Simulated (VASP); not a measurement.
Ba: single point with PBE

Crystal: Ba.

```
Ba
1.0
    -4.13119    4.13119    3.83677
     4.13119   -4.13119    3.83677
     4.13119    4.13119   -3.83677
Ba
4
Cartesian
  1.5026 5.6338 0.0000
  2.6286 -1.5026 3.8368
  2.6286 1.5026 0.0000
  1.5026 2.6286 3.8368
```

```yaml
Program: VASP 6.6.1
Task: single point
Functional: PBE
Potentials_or_basis: VASP PAW PBE potentials, release 64 (Ba_sv)
Cutoff: 520 eV
k_mesh: 5 × 5 × 5
Occupations: fermi-dirac, width 0.05 eV
Spin: no spin polarisation
```

```yaml
Pressure: -0.1 GPa
Largest_force: 0.108 eV/Å
Band_gap_on_the_k_mesh: zero (band 20 reaches 1.68 eV, above the bottom of band 21 at 1.42 eV)
```

Forces on the atoms (eV/Å):
```
Ba  -0.077 -0.077  0.000
Ba   0.077  0.077  0.000
Ba   0.077 -0.077  0.000
Ba  -0.077  0.077  0.000
```

Stress tensor (GPa, compression positive):
```
-0.06  0.00  0.00
 0.00 -0.06  0.00
 0.00  0.00 -0.18
```

Levels at points of the mesh, in eV from the Fermi level:
```tsv
k point	band 18	band 19	band 20	band 21	band 22	band 23
(0.00, 0.00, 0.00)	-0.49	-0.45	-0.22	0.26	0.26	0.90
```

It took 2.6 min on 1 thread of Intel(R) Xeon(R) 6975P-C (Granite Rapids), on a shared host, peak memory 0.43 GiB.

Caveat: spin-orbit coupling is left out, which moves the levels of the heavy elements.
